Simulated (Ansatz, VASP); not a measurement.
## LiMgBN2 in VASP and in Ansatz

INCAR

```
PREC = Accurate ; ENCUT = 520
EDIFF = 1E-6 ; ISMEAR = 0
SIGMA = 0.1 ; LREAL = False
LASPH = True ; NELM = 100
ALGO = Normal ; ISIF = 2
LWAVE = False ; LCHARG = True
GGA = RE ; LELF = True
LVHAR = True ; NBANDS = 17
```

File KPOINTS:

```
regular mesh
0
Gamma
  6 6 6
```

POSCAR

```
LiMgBN2
1.0
   -1.9096560000      1.9096560000      4.4435220000
    1.9096560000     -1.9096560000      4.4435220000
    1.9096560000      1.9096560000     -4.4435220000
Li Mg B N
1 1 1 2
Direct
    0.2500000000      0.7500000000      0.5000000000
    0.7500000000      0.2500000000      0.5000000000
    0.5000000000      0.5000000000      0.0000000000
    0.6512635000      0.6512635000      0.0000000000
    0.3487365000      0.3487365000      0.0000000000
```

Input for Ansatz:

```yaml
crystal:
  lattice:
    - [-1.909656, 1.909656, 4.443522]
    - [1.909656, -1.909656, 4.443522]
    - [1.909656, 1.909656, -4.443522]
  atoms:
    - { symbol: Li, position: [0.25, 0.75, 0.5] }
    - { symbol: Mg, position: [0.75, 0.25, 0.5] }
    - { symbol: B, position: [0.5, 0.5, 0.0] }
    - { symbol: "N", position: [0.6512635, 0.6512635, 0.0] }
    - { symbol: "N", position: [0.3487365, 0.3487365, 0.0] }
basis:
  ecutwfc: 420
kpoints:
  mp_grid: { grid: [6, 6, 6] }
hamiltonian:
  xc: revpbe
scf:
  occupations: { method: gaussian, width: 0.1 }
output:
  forces: true
  stress: true
  eigenvalues: true
```

Alike in both runs: task single point; functional revPBE; k mesh 6 × 6 × 6; occupations gaussian, width 0.1 eV; no spin polarisation.

```csv
,VASP,Ansatz
version,VASP 6.6.1,Ansatz 0.2.0
potentials or method,"VASP PAW PBE potentials, release 64 (Li_sv, Mg, B, N), cutoff 520 eV","scalar-relativistic, plane waves, PAW"
valence electrons in the cell,18,26
```

Ansatz gave:

* gap on the k mesh at the Fermi level (eV): 2.78
* least direct gap on the mesh (eV): 3.75
* rms of the force components (eV/Å): 0.045

Question: Estimate VASP's values.

Answer: gap on the k mesh at the Fermi level (eV): 2.77; least direct gap on the mesh (eV): 3.74; rms of the force components (eV/Å): 0.048.

VASP's potentials were made for PBE, not for revPBE. Atom by atom the forces differ by 0.003 eV/Å (rms over components). With one functional, cell and mesh, what is left measures potentials, basis and numerics. VASP's potentials hold 18 valence electrons a cell and Ansatz's 26, so a difference there can come from the potentials and not from the codes.

Noted on VASP's run: the cutoff is short for stress, so the pressure is rough.
